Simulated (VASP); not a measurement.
Wanted: the native input for a VASP 6.6.1 run.

```yaml
Task: electric field gradients
Functional: PBEsol
Potentials_or_basis: VASP PAW PBE potentials, release 64 (Sr_sv, Ti_sv, O)
Cutoff: 520 eV
k_mesh: 7 × 7 × 7
Occupations: fermi-dirac, width 0.05 eV
Spin: no spin polarisation
Dipole_correction: no
Further_INCAR_settings: ALGO = Normal; EDIFF = 1e-08; NBANDS = 28
```

The structure of SrTiO3 lies in POSCAR:

```
SrTiO3
1.0
    3.9050000000     -0.0390500000     -0.0390500000
   -0.0390500000      3.9050000000     -0.0390500000
   -0.0390500000     -0.0390500000      3.9050000000
Sr Ti O
1 1 3
Direct
    0.0000000000      0.0000000000      0.0000000000
    0.5000000000      0.5000000000      0.5000000000
    0.0000000000      0.5000000000      0.5000000000
    0.5000000000      0.0000000000      0.5000000000
    0.5000000000      0.5000000000      0.0000000000
```

This cell differs from its parent crystal: equal xy, yz and zx shear strains of -2 %.

The input as run:

INCAR

```
SYSTEM = SrTiO3
ALGO     = Normal         ! electronic algorithm
EDIFF    = 1E-8           ! SCF threshold, eV
ENCUT    = 520            ! plane-wave cutoff, eV
GGA      = PS             ! functional
ISIF     = 2              ! what is computed and relaxed
ISMEAR   = -1             ! smearing method
LASPH    = .TRUE.         ! aspherical terms in the spheres
LCHARG   = .FALSE.        ! write CHGCAR
LEFG     = .TRUE.       
LREAL    = .FALSE.        ! projectors in reciprocal space
LWAVE    = .FALSE.        ! write WAVECAR
NBANDS   = 28             ! bands
NELM     = 100            ! most SCF steps
PREC     = Accurate       ! precision mode
SIGMA    = 0.05           ! smearing width, eV
```

KPOINTS

```
k-points
0
G
  7 7 7
  0 0 0
```

Potentials or basis: VASP PAW PBE potentials, release 64 (Sr_sv, Ti_sv, O).

The run is started by

```bash
$ cat potpaw_PBE.64/Sr_sv/POTCAR potpaw_PBE.64/Ti_sv/POTCAR potpaw_PBE.64/O/POTCAR > POTCAR
$ mpirun -np 1 vasp_std > vasp.out
```

It gave:

| Property | Result |
| --- | --- |
| Pressure | -1.2 GPa |
| Band gap on the k mesh | 1.77 eV (least direct gap 1.98 eV) |
| Largest electric field gradient by atom | Sr -11.1; Ti +7.9; O +10.5 V/Å² |

Caveat: the cell differs from its parent crystal (equal xy, yz and zx shear strains of -2 %); without QUAD_EFG the Cq values of the log hold for a quadrupole moment of 1 mb, not for the nuclei; the PAW data sets were made with another functional, which shifts forces and pressure a little.

Wall time 2.4 min on 1 thread of Intel Xeon 8259CL, with other jobs on the host, peak memory 0.22 GiB.
